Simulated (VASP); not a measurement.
A run of VASP 6.6.1 is set up as follows.

The input INCAR:

```
SYSTEM = PbO2
  PREC = Accurate
  ENCUT = 520
  EDIFF = 1E-6
  ISMEAR = -1
  SIGMA = 0.05
  LREAL = .False.
  LASPH = .True.
  NELM = 80
  ALGO = Normal
  ISIF = 2
  LWAVE = .False.
  LCHARG = .False.
  NBANDS = 20
```

Contents of KPOINTS:

```
regular mesh
0
Gamma
  9 9 9
  0 0 0
```

POSCAR

```
PbO2
1.0
    0.0000000000      2.7375486038      2.7375486038
    2.7375486038      0.0000000000      2.7375486038
    2.7375486038      2.7375486038      0.0000000000
Pb O
1 2
Direct
    0.0000000000      0.0000000000      0.0000000000
    0.7500000000      0.7500000000      0.7500000000
    0.2500000000      0.2500000000      0.2500000000
```

Potentials or basis: VASP PAW LDA potentials, release 64 (Pb_d, O).

Launch:

```console
$ cat potpaw_LDA.64/Pb_d/POTCAR potpaw_LDA.64/O/POTCAR > POTCAR
$ mpirun -np 1 vasp_std > vasp.out
```

Question: Estimate the band gap on the k mesh.

Answer: Zero (bands 13 and 14 overlap by 1.10 eV).

Question: Predict the pressure.

Answer: -14.0 GPa.

Caveat: the cell stands under tension; spin-orbit coupling is left out, which moves the levels of the heavy elements.
